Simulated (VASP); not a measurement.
A run of VASP 6.6.1 is set up as follows.

INCAR

```
PREC = Accurate
ENCUT = 500
EDIFF = 1E-6
ISMEAR = 0
SIGMA = 0.2
LREAL = False
LASPH = True
NELM = 200
ALGO = Normal
ISIF = 2
LWAVE = False
LCHARG = True
GGA = PE
LELF = True
LVHAR = True
NBANDS = 40
GGA_COMPAT = False
LMAXMIX = 6
```

File KPOINTS:

```
Automatic mesh
0
Gamma
  3 3 4
```

File POSCAR:

```
TmB3Au
1.0
    5.9435983414      0.0000000000      0.0000000000
    0.0000000000      5.9435983414      0.0000000000
    0.0000000000      0.0000000000      4.6507510064
Tm B Au
2 6 2
Direct
    0.5000000000      0.5000000000      0.5000000000
    0.0000000000      0.0000000000      0.5000000000
    0.6988659006      0.6988659006      0.0000000000
    0.3011340994      0.3011340994      0.0000000000
    0.3011340994      0.6988659006      0.0000000000
    0.6988659006      0.3011340994      0.0000000000
    0.0000000000      0.0000000000      0.0000000000
    0.5000000000      0.5000000000      0.0000000000
    0.0000000000      0.5000000000      0.0000000000
    0.5000000000      0.0000000000      0.0000000000
```

Potentials or basis: VASP PAW PBE potentials, release 64 (Tm_3, B, Au), 4f in core.

Run with:

```sh
$ cat potpaw_PBE.64/Tm_3/POTCAR potpaw_PBE.64/B/POTCAR potpaw_PBE.64/Au/POTCAR > POTCAR
$ mpirun -np 1 vasp_std > vasp.out
```

(1) Estimate the band gap on the k mesh.

(2) Predict the pressure.

(3) What does it give for the largest force?

Results:

(1) zero (bands 29 and 30 overlap by 1.12 eV).

(2) 0.3 GPa.

(3) 0.007 eV/Å.

Caveat: spin-orbit coupling is left out, which moves the levels of the heavy elements; the 4f electrons are frozen in the core, so they carry no moment and show no levels.
